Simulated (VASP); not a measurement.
# As (Fm-3m) in VASP: notebook

As is run at these levels: LDA; tasks: single point.

Everything below comes from runs of VASP 6.6.1. Logs are shortened: lines on timing, memory, paths and dates and some standing lists are left out, and cuts for length are marked.

**1. The cell of the first run**

The structure is cubic, space group Fm-3m (No. 225). The conventional cell has a = 4.057 Å, b = 4.057 Å, c = 4.057 Å, α = 90.00°, β = 90.00°, γ = 90.00°. Within 3.8 Å of As (site symmetry m-3m) lie 12 As at 2.87 Å.

**2. Single point, LDA (volume scaled by 0.92)**

Input file INCAR:

```
  PREC = Accurate
  ENCUT = 520
  EDIFF = 1E-6
  ISMEAR = -1
  SIGMA = 0.1
  LREAL = F
  LASPH = T
  NELM = 80
  ALGO = Normal
  ISIF = 2
  LWAVE = F
  LCHARG = F
  GGA = CA
  NBANDS = 8
```

Input file KPOINTS:

```
Automatic mesh
0
Gamma
  15 15 15
```

Input file POSCAR:

```
As
1.0
    0.0000000000      2.0285235081      2.0285235081
    2.0285235081      0.0000000000      2.0285235081
    2.0285235081      2.0285235081      0.0000000000
As
1
Direct
    0.0000000000      0.0000000000      0.0000000000
```

Potentials or basis: VASP PAW LDA potentials, release 64 (As).

Command:

```bash
> cat potpaw_LDA.64/As/POTCAR > POTCAR
> mpirun -np 1 vasp_std > vasp.out
```

OUTCAR:

```text
PREC = Accurate
   ENCUT = 520
   EDIFF = 1E-6
   ISMEAR = -1
   LREAL = F
   LASPH = T
   NELM = 80
   ISIF = 2
   GGA = CA

 ion  position               nearest neighbor table
   1  0.000  0.000  0.000-

  LATTYP: Found a face centered cubic cell.
 ALAT       =     4.0570470162

  Lattice vectors:

 A1 = (   0.0000000000,   2.0285235081,   2.0285235081)
 A2 = (   2.0285235081,   0.0000000000,   2.0285235081)
 A3 = (   2.0285235081,   2.0285235081,   0.0000000000)

Analysis of symmetry for initial positions (statically):
=====================================================================
 Subroutine PRICEL returns:
 Original cell was already a primitive cell.

 Routine SETGRP: Setting up the symmetry group for a
 face centered cubic supercell.

 Subroutine GETGRP returns: Found 48 space group operations
 (whereof 48 operations were pure point group operations)
 out of a pool of 48 trial point group operations.

The static configuration has the point symmetry O_h .

Analysis of symmetry for dynamics (positions and initial velocities):
=====================================================================
 Subroutine PRICEL returns:
 Original cell was already a primitive cell.

 Routine SETGRP: Setting up the symmetry group for a
 face centered cubic supercell.

 Subroutine GETGRP returns: Found 48 space group operations
 (whereof 48 operations were pure point group operations)
 out of a pool of 48 trial point group operations.

The dynamic configuration has the point symmetry O_h .

 Subroutine INISYM returns: Found 48 space group operations
 (whereof 48 operations are pure point group operations),
 and found     1 'primitive' translations

----------------------------------------------------------------------------------------

                                     Primitive cell

  volume of cell :      16.6944

  direct lattice vectors                    reciprocal lattice vectors
     0.000000000  2.028523508  2.028523508    -0.246484696  0.246484696  0.246484696
     2.028523508  0.000000000  2.028523508     0.246484696 -0.246484696  0.246484696
     2.028523508  2.028523508  0.000000000     0.246484696  0.246484696 -0.246484696

  length of vectors
     2.868765457  2.868765457  2.868765457     0.426924017  0.426924017  0.426924017

  position of ions in fractional coordinates (direct lattice)
     0.000000000  0.000000000  0.000000000

  ion indices of the primitive-cell ions
   primitive index   ion index
                 1           1

----------------------------------------------------------------------------------------

 KPOINTS: Automatic mesh

Automatic generation of k-mesh.
 Grid dimensions read from file:
 generate k-points for:   15   15   15

 Generating k-lattice:

  Cartesian coordinates                     Fractional coordinates (reciprocal lattice)
    -0.016432313  0.016432313  0.016432313     0.066666667  0.000000000  0.000000000
     0.016432313 -0.016432313  0.016432313     0.000000000  0.066666667  0.000000000
     0.016432313  0.016432313 -0.016432313     0.000000000  0.000000000  0.066666667

  Length of vectors
     0.028461601  0.028461601  0.028461601

  Shift w.r.t. Gamma in fractional coordinates (k-lattice)
     0.000000000  0.000000000  0.000000000

 Subroutine IBZKPT returns following result:
 ===========================================

 Found    120 irreducible k-points:

 Following reciprocal coordinates:
            Coordinates               Weight
  0.000000  0.000000  0.000000      1.000000
  0.066667  0.000000  0.000000      8.000000
  0.133333  0.000000  0.000000      8.000000
  0.200000  0.000000  0.000000      8.000000
  0.266667  0.000000  0.000000      8.000000
  0.333333  0.000000  0.000000      8.000000
[... 16 lines left out ...]
  0.133333  0.133333  0.000000      6.000000
  0.200000  0.133333  0.000000     24.000000
 [... further k-points ...]
   k-points           NKPTS =    120   k-points in BZ     NKDIM =    120   number of bands    NBANDS=      8
   number of dos      NEDOS =    301   number of ions     NIONS =      1
   total plane-waves  NPLWV =  13824
   dimension x,y,z NGX =    24 NGY =   24 NGZ =   24
   dimension x,y,z NGXF=    48 NGYF=   48 NGZF=   48
   ions per type =               1
   NGX,Y,Z   is equivalent  to a cutoff of  13.91, 13.91, 13.91 a.u.
   NGXF,Y,Z  is equivalent  to a cutoff of  27.82, 27.82, 27.82 a.u.
 SYSTEM =  unknown system
   PREC   = accura    normal or accurate (medium, high low for compatibility)
   ISTART =      0    job   : 0-new  1-cont  2-samecut
   ICHARG =      2    charge: 1-file 2-atom 10-const
   ISPIN  =      1    spin polarized calculation?
   LNONCOLLINEAR =      F non collinear calculations
   LSORBIT =      F    spin-orbit coupling
   LASPH  =      T    aspherical Exc in radial PAW
   ENCUT  =  520.0 eV  38.22 Ry    6.18 a.u.   5.33  5.33  5.33*2*pi/ulx,y,z
   NELM   =     80;   NELMIN=  2; NELMDL= -5     # of ELM steps
   EDIFF  = 0.1E-05   stopping-criterion for ELM
   LREAL  =      F    real-space projection
   EDIFFG = 0.1E-04   stopping-criterion for IOM
   NSW    =      0    number of steps for IOM
   IBRION =     -1    ionic relax: 0-MD 1-quasi-New 2-CG
   NFREE  =      0    steps in history (QN), initial steepest desc. (CG)
   ISIF   =      2    stress and relaxation
   ISYM   =      2    0-nonsym 1-usesym 2-fastsym
   POTIM  = 0.5000    time-step for ionic-motion
   TEBEG  =    0.0;   TEEND  =   0.0 temperature during run
   PSTRESS=    0.0 pullay stress
   NELECT =       5.0000    total number of electrons
   NUPDOWN=      -1.0000    fix difference up-down
   EMIN   =  10.00;   EMAX   =-10.00  energy-range for DOS
   EFERMI =   0.00;   METHOD = LEGACY
   ISMEAR =    -1;   SIGMA  =   0.10  broadening in eV -4-tet -1-fermi 0-gaus
   EFERMI_NEDOS =   21; number of points for ismear=-14 and -15
   IALGO  =     38    algorithm
   IMIX   =      4    mixing-type and parameters
     AMIX     =   0.40;   BMIX     =  1.00
     AMIX_MAG =   1.60;   BMIX_MAG =  1.00
  volume/ion in A,a.u.               =      16.69       112.66
  Fermi-wavevector in a.u.,A,eV,Ry     =   1.095321  2.069857 16.323295  1.199728
  Thomas-Fermi vector in A             =   2.231642
   LORBIT       =      0    0 simple, 1 ext, 2 COOP (PROOUT), +10 PAW based schemes
   GGA     = CA    functional components
   LHFCALC =     F    Hartree Fock is set to
   AEXX    =    0.0000 exact exchange contribution
   IVDW    =     0    specifies the selected vdW correction
   LEPSILON=     F    determine dielectric tensor
   LRPA    =     F    only Hartree local field effects (RPA)
 non-spin polarized calculation
  energy-cutoff  :      520.00
  volume of cell :       16.69
 maximum number of plane-waves:       463
 NGX is ok and might be reduce to    24
   NGX = 11   NGY = 11   NGZ = 11

 number of electron       5.0000000 magnetization

 Free energy of the ion-electron system (eV)
  ---------------------------------------------------
  ext. energy  EPLUGINS =         0.00000000
  ---------------------------------------------------
  free energy    TOTEN  =        -4.86280482 eV

  energy without entropy =       -4.84542065  energy(sigma->0) =       -4.85411274

 E-fermi :   8.2470     XC(G=0): -11.4639

 val. band max:        8.1937768413   @ k =  -0.4667   0.2000   0.0000
 cond. band min:       8.2474883710   @ k =  -0.4000   0.4667   0.0667
 fundamental gap:      0.0537115298
 Fermi energy:         8.2469836892

 k-point     1 :       0.0000    0.0000    0.0000
  band No.  band energies     occupation
      1      -8.2233      2.00000
      2      14.9607      0.00000
      3      14.9607      0.00000
      4      14.9607      0.00000
      5      21.1443      0.00000
      6      21.1443      0.00000
      7      21.1443      0.00000
      8      23.5332      0.00000

 k-point     2 :       0.0667    0.0000    0.0000
  band No.  band energies     occupation
      1      -8.1060      2.00000
      2      13.9253      0.00000
      3      14.8056      0.00000
      4      14.8056      0.00000
      5      20.6673      0.00000
      6      21.4227      0.00000
      7      21.4227      0.00000
      8      24.7057      0.00000

 k-point     3 :       0.1333    0.0000    0.0000
  band No.  band energies     occupation
      1      -7.7548      2.00000
      2      11.6720      0.00000
      3      14.4286      0.00000
      4      14.4286      0.00000
      5      20.0630      0.00000
      6      22.0445      0.00000
      7      22.0445      0.00000
      8      25.6493      0.00000

 k-point     4 :       0.2000    0.0000    0.0000
  band No.  band energies     occupation
      1      -7.1727      2.00000
      2       9.1160      0.00034
      3      13.9839      0.00000
      4      13.9839      0.00000
      5      19.5880      0.00000
      6      22.2458      0.00000
      7      22.2458      0.00000
      8      25.4456      0.00000

 k-point     5 :       0.2667    0.0000    0.0000
  band No.  band energies     occupation
      1      -6.3668      2.00000
      2       6.5976      2.00000
      3      13.5757      0.00000
      4      13.5757      0.00000
      5      19.2591      0.00000
      6      21.6172      0.00000
      7      21.6172      0.00000
      8      24.4598      0.00000
[... 177 lines left out ...]
 k-point    22 :      -0.0667    0.0667    0.0000
  band No.  band energies     occupation
      1      -7.9107      2.00000
      2      13.0051      0.00000
      3      13.6807      0.00000
      4      14.9720      0.00000
      5      20.3695      0.00000
      6      21.4294      0.00000
      7      22.1600      0.00000
      8      25.0759      0.00000

 k-point    23 :       0.1333    0.1333    0.0000
  band No.  band energies     occupation
      1      -7.5983      2.00000
      2      13.0127      0.00000
      3      13.0965      0.00000
      4      13.0965      0.00000
      5      18.2355      0.00000
      6      21.8054      0.00000
      7      23.7876      0.00000
      8      23.7876      0.00000

 k-point    24 :       0.2000    0.1333    0.0000
  band No.  band energies     occupation
      1      -7.1704      2.00000
      2      10.9181      0.00000
      3      12.4782      0.00000
      4      13.0694      0.00000
      5      17.9882      0.00000
      6      20.4883      0.00000
      7      24.1975      0.00000
      8      24.6715      0.00000

 [... further k-points ...]
[... 5 lines left out ...]
  --------------------------------------------------------------------------------------
  -------------------------------------------------------------------------------------
  Total        1.0206778      1.0206778      1.0206778     -0.0000000      0.0000000      0.0000000
  in kB       97.9555703     97.9555703     97.9555703     -0.0000000      0.0000000      0.0000000
  external PRESSURE =      97.9555703 kB  Pullay stress =       0.0000000 kB

 VOLUME and BASIS-vectors are now :
 -----------------------------------------------------------------------------
  energy-cutoff  :      520.00
  volume of cell :       16.69
      direct lattice vectors                 reciprocal lattice vectors
     0.000000000  2.028523508  2.028523508    -0.246484696  0.246484696  0.246484696
     2.028523508  0.000000000  2.028523508     0.246484696 -0.246484696  0.246484696
     2.028523508  2.028523508  0.000000000     0.246484696  0.246484696 -0.246484696

 POSITION                                       TOTAL-FORCE (eV/Angst)
 -----------------------------------------------------------------------------------
      0.00000      0.00000      0.00000         0.000000      0.000000      0.000000
 -----------------------------------------------------------------------------------
    total drift:                                0.000000     -0.000000     -0.000000

  FREE ENERGIE OF THE ION-ELECTRON SYSTEM (eV)
  ---------------------------------------------------
  free  energy   TOTEN  =        -4.8628048245 eV

  energy  without entropy=       -4.8454206478  energy(sigma->0) =       -4.85411274
```

Run time: 12 s. Hardware: 1 thread of Intel Xeon 8259CL, shared host; peak memory 0.14 GiB.

What came out:

- Free energy: -4.8628 eV
- Pressure: 9.8 GPa

Levels at points of the mesh, in eV from the Fermi level:
```
           k point  band 1  band 2  band 3  band 4  band 5  band 6
(0.00, 0.00, 0.00)  -16.47    6.71    6.71    6.71   12.90   12.90
```

Caveat: the cell differs from its parent crystal (volume scaled by 0.92).

**3. Single point, LDA (volume scaled by 0.96)**

Input file INCAR:

```
SYSTEM = As
  ALGO = Normal
  EDIFF = 1E-6
  ENCUT = 520
  GGA = CA
  ISIF = 2
  ISMEAR = -1
  LASPH = .True.
  LCHARG = .False.
  LREAL = .False.
  LWAVE = .False.
  NBANDS = 8
  NELM = 60
  PREC = Accurate
  SIGMA = 0.1
```

Input file KPOINTS:

```
k-points
0
Gamma
  15 15 15
  0 0 0
```

Input file POSCAR:

```
As
1.0
    0.0000000000      2.0575063311      2.0575063311
    2.0575063311      0.0000000000      2.0575063311
    2.0575063311      2.0575063311      0.0000000000
As
1
Direct
    0.0000000000      0.0000000000      0.0000000000
```

Potentials or basis: VASP PAW LDA potentials, release 64 (As).

Command:

```bash
> cat potpaw_LDA.64/As/POTCAR > POTCAR
> mpirun -np 1 vasp_std > vasp.out
```

Wall time 12 s (1 thread of Intel Xeon 8259CL, shared host); peak memory 0.14 GiB.

Results (log left out):

| Item | Value |
| --- | --- |
| Free energy | -4.8950 eV |
| Pressure | 4.6 GPa |

Levels at points of the mesh, in eV from the Fermi level:
```tsv
k point	band 1	band 2	band 3	band 4	band 5
(0.00, 0.00, 0.00)	-16.03	6.35	6.35	6.35	12.73
```

Caveat: the cell differs from its parent crystal (volume scaled by 0.96).

**4. Single point, LDA**

This run uses another cell than the first one, of 18.15 Å³/atom, 1.087 times its volume.

Input file INCAR:

```
PREC = Accurate
ENCUT = 520
EDIFF = 1E-7
ISMEAR = -1
SIGMA = 0.1
LREAL = False
LASPH = True
NELM = 60
ALGO = Normal
ISIF = 2
LWAVE = False
LCHARG = False
GGA = CA
NBANDS = 8
```

Input file KPOINTS:

```
regular mesh
0
Gamma
  15 15 15
```

Input file POSCAR:

```
As
1.0
    0.0000000000      2.0856948521      2.0856948521
    2.0856948521      0.0000000000      2.0856948521
    2.0856948521      2.0856948521      0.0000000000
As
1
Direct
    0.0000000000      0.0000000000      0.0000000000
```

Command:

```bash
> cat potpaw_LDA.64/As/POTCAR > POTCAR
> mpirun -np 1 vasp_std > vasp.out
```

Run time: 13 s. Hardware: 1 thread of Intel Xeon 8259CL, shared host; peak memory 0.13 GiB.

The run converged. Its results:

* Free energy: -4.9058 eV
* Pressure: 0.3 GPa

Levels at points of the mesh, in eV from the Fermi level:
```csv
k point,band 1,band 2,band 3,band 4,band 5
"(0.00, 0.00, 0.00)",-15.63,6.02,6.02,6.02,12.57
```

**5. The runs side by side**

```tsv
cell	gap on the mesh (eV)	pressure (GPa)
a = 2.869 Å, angles 60.0°, 1 atom	none	9.8
a = 2.910 Å, angles 60.0°, 1 atom	none	4.6
a = 2.950 Å, angles 60.0°, 1 atom	none	0.3
```

Alike in all rows: task single point; level LDA; potentials or basis VASP PAW LDA potentials, release 64 (As); no spin polarisation; k mesh 15 × 15 × 15; cutoff (eV) 520; smearing fermi-dirac 0.1 eV.

Total energies depend on the potentials used, so only differences within one code and one set of settings carry meaning.
